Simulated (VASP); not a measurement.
Here is a VASP 6.6.1 calculation.

Contents of INCAR:

```
SYSTEM = Pt
ALGO = Normal ; EDIFF = 1E-6
ENCUT = 520 ; GGA = PE
ISIF = 2 ; ISMEAR = 0
LASPH = .TRUE. ; LCHARG = .FALSE.
LREAL = .FALSE. ; LWAVE = .FALSE.
NBANDS = 17 ; NELM = 80
PREC = Accurate ; SIGMA = 0.15
```

KPOINTS

```
k-points
0
G
  18 18 10
  0 0 0
```

Contents of POSCAR:

```
Pt
1.0
    2.5654000000      0.0000000000      0.0000000000
   -1.2827000000      2.2217015709      0.0000000000
    0.0000000000      0.0000000000      4.7216000000
Pt
2
Direct
    0.6666666667      0.3333333333      0.7500000000
    0.3333333333      0.6666666667      0.2500000000
```

Potentials or basis: VASP PAW PBE potentials, release 64 (Pt).

Launch:

```bash
$ cat potpaw_PBE.64/Pt/POTCAR > POTCAR
$ mpirun -np 1 vasp_std > vasp.out
```

Question: What does it give for the band gap on the k mesh?

Answer: Zero (band 10 reaches 14.54 eV, above the bottom of band 11 at 12.66 eV).

Question: Estimate the pressure.

Answer: 62.9 GPa.

Stress tensor (GPa, compression positive):
```
75.64  0.00  0.00
 0.00 75.64  0.00
 0.00  0.00 37.37
```

Caveat: spin-orbit coupling is left out, which moves the levels of the heavy elements.
